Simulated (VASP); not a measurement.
# W6Cl (R-3) in VASP: a series of runs

Runs on W6Cl. Level: PBE. Tasks: single point.

Everything below comes from runs of VASP 6.6.1. Logs are shortened: lines on timing, memory, paths and dates and some standing lists are left out, and cuts for length are marked.

**1. The cell of the first run**

It takes space group R-3 (No. 148, trigonal). Conventional cell: a = 5.384 Å, b = 5.384 Å, c = 13.678 Å, α = 90.00°, β = 90.00°, γ = 120.00°. W (site symmetry 1) has 1 Cl at 2.42 Å and 10 W at 2.64 to 3.18 Å within 3.2 Å. Cl (site symmetry -3) has 6 W at 2.42 Å within 3.2 Å.

**2. Single point, PBE**

File INCAR:

```
ALGO = Normal ; EDIFF = 1E-6
ENCUT = 520 ; GGA = PE
ISIF = 2 ; ISMEAR = 0
LASPH = T ; LCHARG = F
LREAL = F ; LWAVE = F
NBANDS = 54 ; NELM = 100
PREC = Accurate ; SIGMA = 0.2
```

File KPOINTS:

```
k-points
0
Gamma
  3 3 3
```

File POSCAR:

```
W6Cl
1.0
    2.6920215497      1.5542393647      4.5592915083
   -2.6920215497      1.5542393647      4.5592915083
    0.0000000000     -3.1084787344      4.5592915065
W Cl
6 1
Direct
    0.4771815205      0.0906991501      0.6921609661
    0.6921609661      0.4771815205      0.0906991501
    0.0906991501      0.6921609661      0.4771815205
    0.5228184795      0.9093008499      0.3078390339
    0.3078390339      0.5228184795      0.9093008499
    0.9093008499      0.3078390339      0.5228184795
    0.0000000000      0.0000000000      0.0000000000
```

Potentials or basis: VASP PAW PBE potentials, release 64 (W_sv, Cl).

Started as:

```bash
$ cat potpaw_PBE.64/W_sv/POTCAR potpaw_PBE.64/Cl/POTCAR > POTCAR
$ mpirun -np 1 vasp_std > vasp.out
```

OUTCAR:

```text
EDIFF = 1E-6
   ENCUT = 520
   GGA = PE
   ISIF = 2
   ISMEAR = 0
   LASPH = T
   LREAL = F
   NELM = 100
   PREC = Accurate

 ion  position               nearest neighbor table
   1  0.477  0.091  0.692-   7 2.42   4 2.64   5 2.74   6 2.74   2 2.84   3 2.84   2 2.90   3 2.90
                             4 3.11   6 3.18   5 3.18
   2  0.692  0.477  0.091-   7 2.42   5 2.64   6 2.74   4 2.74   1 2.84   3 2.84   3 2.90   1 2.90
                             5 3.11   6 3.18   4 3.18
   3  0.091  0.692  0.477-   7 2.42   6 2.64   5 2.74   4 2.74   2 2.84   1 2.84   2 2.90   1 2.90
                             6 3.11   5 3.18   4 3.18
   4  0.523  0.909  0.308-   7 2.42   1 2.64   2 2.74   3 2.74   5 2.84   6 2.84   5 2.90   6 2.90
                             1 3.11   3 3.18   2 3.18
   5  0.308  0.523  0.909-   7 2.42   2 2.64   3 2.74   1 2.74   4 2.84   6 2.84   6 2.90   4 2.90
                             2 3.11   3 3.18   1 3.18
   6  0.909  0.308  0.523-   7 2.42   3 2.64   2 2.74   1 2.74   5 2.84   4 2.84   5 2.90   4 2.90
                             3 3.11   2 3.18   1 3.18
   7  0.000  0.000  0.000-   3 2.42   6 2.42   5 2.42   2 2.42   1 2.42   4 2.42

  LATTYP: Found a trigonal (rhomboedric) cell.
 ALAT       =     5.5181318473
 COS(alpha) =     0.5240044268

  Lattice vectors:

 A1 = (   2.6920215497,   1.5542393647,   4.5592915083)
 A2 = (  -2.6920215497,   1.5542393647,   4.5592915083)
 A3 = (   0.0000000000,  -3.1084787344,   4.5592915065)

Analysis of symmetry for initial positions (statically):
=====================================================================
 Subroutine PRICEL returns:
 Original cell was already a primitive cell.

 Routine SETGRP: Setting up the symmetry group for a
 trigonal (rhombohedral) supercell.

 Subroutine GETGRP returns: Found  6 space group operations
 (whereof  6 operations were pure point group operations)
 out of a pool of 12 trial point group operations.

The static configuration has the point symmetry S_6 .

Analysis of symmetry for dynamics (positions and initial velocities):
=====================================================================
 Subroutine PRICEL returns:
 Original cell was already a primitive cell.

 Routine SETGRP: Setting up the symmetry group for a
 trigonal (rhombohedral) supercell.

 Subroutine GETGRP returns: Found  6 space group operations
 (whereof  6 operations were pure point group operations)
 out of a pool of 12 trial point group operations.

[... 95 lines left out ...]
   IBRION =     -1    ionic relax: 0-MD 1-quasi-New 2-CG
   NFREE  =      0    steps in history (QN), initial steepest desc. (CG)
   ISIF   =      2    stress and relaxation
   ISYM   =      2    0-nonsym 1-usesym 2-fastsym
   POTIM  = 0.5000    time-step for ionic-motion
   TEBEG  =    0.0;   TEEND  =   0.0 temperature during run
   PSTRESS=    0.0 pullay stress
   NELECT =      91.0000    total number of electrons
   NUPDOWN=      -1.0000    fix difference up-down
   EMIN   =  10.00;   EMAX   =-10.00  energy-range for DOS
   EFERMI =   0.00;   METHOD = LEGACY
   ISMEAR =     0;   SIGMA  =   0.20  broadening in eV -4-tet -1-fermi 0-gaus
   EFERMI_NEDOS =   21; number of points for ismear=-14 and -15
   IALGO  =     38    algorithm
   IMIX   =      4    mixing-type and parameters
     AMIX     =   0.40;   BMIX     =  1.00
     AMIX_MAG =   1.60;   BMIX_MAG =  1.00
  volume/ion in A,a.u.               =      16.35       110.34
  Fermi-wavevector in a.u.,A,eV,Ry     =   1.516609  2.865975 31.294797  2.300103
  Thomas-Fermi vector in A             =   2.625976
   LORBIT       =      0    0 simple, 1 ext, 2 COOP (PROOUT), +10 PAW based schemes
   GGA     = PE    functional components
   LHFCALC =     F    Hartree Fock is set to
   AEXX    =    0.0000 exact exchange contribution
   IVDW    =     0    specifies the selected vdW correction
   LEPSILON=     F    determine dielectric tensor
   LRPA    =     F    only Hartree local field effects (RPA)
 non-spin polarized calculation
 Gauss-broadening in eV      SIGMA  =   0.20
  energy-cutoff  :      520.00
  volume of cell :      114.46
 maximum number of plane-waves:      3095
 NGX is ok and might be reduce to    42
   NGX = 21   NGY = 21   NGZ = 21

 number of electron      90.9999999 magnetization

 Free energy of the ion-electron system (eV)
  ---------------------------------------------------
  ext. energy  EPLUGINS =         0.00000000
  ---------------------------------------------------
  free energy    TOTEN  =       -73.91787350 eV

  energy without entropy =      -73.81436183  energy(sigma->0) =      -73.86611767

 E-fermi :  10.4944     XC(G=0): -13.0731

 val. band max:       10.4916573396   @ k =  -0.3333   0.3333   0.3333
 cond. band min:      10.5026153910   @ k =   0.3333   0.3333   0.3333
 fundamental gap:      0.0109580514
 Fermi energy:        10.4944207010

 k-point     1 :       0.0000    0.0000    0.0000
  band No.  band energies     occupation
      1     -63.4040      2.00000
      2     -63.3039      2.00000
      3     -63.3039      2.00000
      4     -63.2862      2.00000
      5     -63.2862      2.00000
      6     -63.2839      2.00000
[... 331 lines left out ...]
     53      13.0203      0.00000
     54      13.2596      0.00000

------------------------ aborting loop because EDIFF is reached ----------------------------------------

  FORCE on cell =-STRESS in cart. coord.  units (eV):
  Direction    XX          YY          ZZ          XY          YZ          ZX
  --------------------------------------------------------------------------------------
  -------------------------------------------------------------------------------------
  Total        0.5360537      0.5360537      0.3394214      0.0000003      0.0000000      0.0000000
  in kB        7.5036722      7.5036722      4.7512157      0.0000042      0.0000000      0.0000000
  external PRESSURE =       6.5861867 kB  Pullay stress =       0.0000000 kB

 VOLUME and BASIS-vectors are now :
 -----------------------------------------------------------------------------
  energy-cutoff  :      520.00
  volume of cell :      114.46
      direct lattice vectors                 reciprocal lattice vectors
     2.692021550  1.554239365  4.559291508     0.185734026  0.107233590  0.073110775
    -2.692021550  1.554239365  4.559291508    -0.185734026  0.107233590  0.073110775
     0.000000000 -3.108478734  4.559291507     0.000000000 -0.214467180  0.073110774

 POSITION                                       TOTAL-FORCE (eV/Angst)
 -----------------------------------------------------------------------------------
      1.04042     -1.26895      5.74490         0.023118     -0.003168      0.032690
      0.57873      1.53550      5.74490        -0.008815      0.021605      0.032690
     -1.61915     -0.26656      5.74490        -0.014303     -0.018437      0.032690
     -1.04042      1.26895      7.93298        -0.023118      0.003168     -0.032690
     -0.57873     -1.53550      7.93298         0.008815     -0.021605     -0.032690
      1.61915      0.26656      7.93298         0.014303      0.018437     -0.032690
      0.00000      0.00000      0.00000         0.000000      0.000000     -0.000000
 -----------------------------------------------------------------------------------
    total drift:                                0.000000      0.000000      0.000000

  FREE ENERGIE OF THE ION-ELECTRON SYSTEM (eV)
  ---------------------------------------------------
  free  energy   TOTEN  =       -73.9178735024 eV

  energy  without entropy=      -73.8143618314  energy(sigma->0) =      -73.86611767
```

stdout:

```text
POSCAR found type information on POSCAR W Cl
 POSCAR found :  2 types and       7 ions
 scaLAPACK will be used
 LDA part: xc-table for (Slater+PW92), standard interpolation
 POSCAR, INCAR and KPOINTS ok, starting setup
 FFT: planning ... GRIDC
 FFT: planning ... GRID_SOFT
 FFT: planning ... GRID
 WAVECAR not read
 entering main loop
```

It took 24 s on 1 thread of Intel Xeon 6975P-C (Granite Rapids), shared host; peak memory 0.25 GiB.

What came out:

* Free energy: -73.9179 eV
* Pressure: 0.7 GPa
* Largest force: 0.040 eV/Å

Forces on the atoms (eV/Å):
```
W    0.023 -0.003  0.033
W   -0.009  0.022  0.033
W   -0.014 -0.018  0.033
W   -0.023  0.003 -0.033
W    0.009 -0.022 -0.033
W    0.014  0.018 -0.033
Cl   0.000  0.000  0.000
```

Caveat: the k points lie up to 0.47 Å⁻¹ apart; spin-orbit coupling is left out, which moves the levels of the heavy elements; an odd number of electrons without spin polarisation forces a metal; a magnetic or distorted state may lie lower.

**3. Single point, PBE**

File INCAR:

```
SYSTEM = W6Cl
ALGO     = Normal         ! electronic algorithm
EDIFF    = 1E-6           ! SCF threshold, eV
ENCUT    = 520            ! plane-wave cutoff, eV
GGA      = PE             ! functional
ISIF     = 2              ! what is computed and relaxed
ISMEAR   = 0              ! smearing method
LASPH    = .TRUE.         ! aspherical terms in the spheres
LCHARG   = .FALSE.        ! write CHGCAR
LREAL    = .FALSE.        ! projectors in reciprocal space
LWAVE    = .FALSE.        ! write WAVECAR
NBANDS   = 54             ! bands
NELM     = 60             ! most SCF steps
PREC     = Accurate       ! precision mode
SIGMA    = 0.1            ! smearing width, eV
```

File KPOINTS:

```
k-points
0
G
  6 6 6
  0 0 0
```

File POSCAR:

```
W6Cl
1.0
    2.6888914123      1.5524321807      4.5706326871
   -2.6888914123      1.5524321807      4.5706326871
    0.0000000000     -3.1048643614      4.5706326871
W Cl
6 1
Direct
    0.3075940189      0.9088521710      0.5234384237
    0.9088521710      0.5234384237      0.3075940189
    0.5234384237      0.3075940189      0.9088521710
    0.6924059811      0.0911478290      0.4765615763
    0.0911478290      0.4765615763      0.6924059811
    0.4765615763      0.6924059811      0.0911478290
    0.0000000000      0.0000000000      0.0000000000
```

Potentials or basis: VASP PAW PBE potentials, release 64 (W_sv, Cl).

Started as:

```bash
$ cat potpaw_PBE.64/W_sv/POTCAR potpaw_PBE.64/Cl/POTCAR > POTCAR
$ mpirun -np 1 vasp_std > vasp.out
```

It took 2.1 min on 1 thread of Intel Xeon 6975P-C (Granite Rapids), shared host; peak memory 0.35 GiB.

Results (log left out):

| Quantity | Value |
| --- | --- |
| Free energy | -73.8332 eV |
| Pressure | 0.6 GPa |
| Largest force | 0.045 eV/Å |

Forces in eV/Å, atoms in the order of the input:
```
W    0.011  0.031 -0.031
W    0.021 -0.025 -0.031
W   -0.033 -0.006 -0.031
W   -0.011 -0.031  0.031
W   -0.021  0.025  0.031
W    0.033  0.006  0.031
Cl   0.000  0.000  0.000
```

Levels at points of the mesh, in eV from the Fermi level:
```csv
k point,band 41,band 42,band 43,band 44,band 45,band 46,band 47,band 48,band 49,band 50
"(0.00, 0.00, 0.00)",-1.35,-1.35,-0.47,-0.26,-0.26,0.17,0.17,0.90,0.90,1.08
"(0.50, 0.00, 0.00)",-1.72,-1.20,-0.85,-0.67,-0.39,0.20,0.72,1.24,1.26,1.43
"(0.50, 0.50, 0.00)",-1.30,-1.17,-0.96,-0.34,-0.24,0.15,0.46,0.88,1.11,1.31
"(0.50, 0.50, 0.50)",-1.49,-1.49,-0.92,-0.48,-0.48,-0.45,-0.45,1.03,1.31,1.34
```

Caveat: spin-orbit coupling is left out, which moves the levels of the heavy elements; an odd number of electrons without spin polarisation forces a metal; a magnetic or distorted state may lie lower.
